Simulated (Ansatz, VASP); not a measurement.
## CdS: VASP beside Ansatz

File POSCAR:

```
CdS
1.0
    3.8854452000      0.0000000000      0.0000000000
    0.0000000000      5.4931183667      0.0000000000
    0.0000000000      0.0000000000      3.9242178499
Cd S
2 2
Direct
    0.5000000000      0.5000000000      0.2430300000
    0.0000000000      0.0000000000      0.7569700000
    0.5000000000      0.0000000000      0.2551600000
    0.0000000000      0.5000000000      0.7448400000
```

The input INCAR.step1:

```
ALGO = Normal ; EDIFF = 1E-4
ENCUT = 520 ; GGA = PE
ISMEAR = -1 ; LASPH = T
LCHARG = F ; LREAL = F
LWAVE = T ; NBANDS = 26
NELM = 80 ; PREC = Accurate
SIGMA = 0.02
```

The input INCAR.step2:

```
ALGO = Normal ; EDIFF = 1E-6
ENCUT = 520 ; ISIF = 2
ISMEAR = -1 ; ISTART = 1
LASPH = T ; LCHARG = F
LMIXTAU = T ; LREAL = F
LWAVE = F ; METAGGA = R2SCAN
NBANDS = 26 ; NELM = 80
PREC = Accurate ; SIGMA = 0.02
```

KPOINTS

```
k-points
0
Gamma
  6 4 6
```

Input for Ansatz:

```yaml
crystal:
  lattice:
    - [3.8854452, 0.0, 0.0]
    - [0.0, 5.493118366666667, 0.0]
    - [0.0, 0.0, 3.924217849912193]
  atoms:
    - { symbol: Cd, position: [0.5, 0.5, 0.24303] }
    - { symbol: Cd, position: [0.0, 0.0, 0.75697] }
    - { symbol: S, position: [0.5, 0.0, 0.25516] }
    - { symbol: S, position: [0.0, 0.5, 0.74484] }
basis:
  ecutwfc: 520.0
kpoints:
  mp_grid:
    grid: [6, 4, 6]
hamiltonian:
  xc: r2scan
scf:
  occupations:
    method: fermi_dirac
    width: 0.02
output:
  stress: true
```

Alike in both runs: task single point; functional r2SCAN; k mesh 6 × 4 × 6; occupations fermi-dirac, width 0.02 eV; no spin polarisation.

|  | VASP | Ansatz |
| --- | --- | --- |
| version | VASP 6.6.1 | Ansatz 0.2.0 |
| potentials or method | VASP PAW PBE potentials, release 64 (Cd, S), cutoff 520 eV | plane waves, PAW |
| valence electrons in the cell | 36 | 52 |

Ansatz gave:

```
pressure (GPa)                                                : -2.5
traceless stress, the component that is largest in VASP (GPa) : -0.46
```

Task: Estimate VASP's values.

Result: Pressure (GPa): -2.1; traceless stress, the component that is largest in VASP (GPa): -0.46.

VASP's potentials were made for PBE, not for r2SCAN. With one functional, cell and mesh, what is left measures potentials, basis and numerics. VASP's potentials hold 36 valence electrons a cell and Ansatz's 52, so a difference there can come from the potentials and not from the codes.
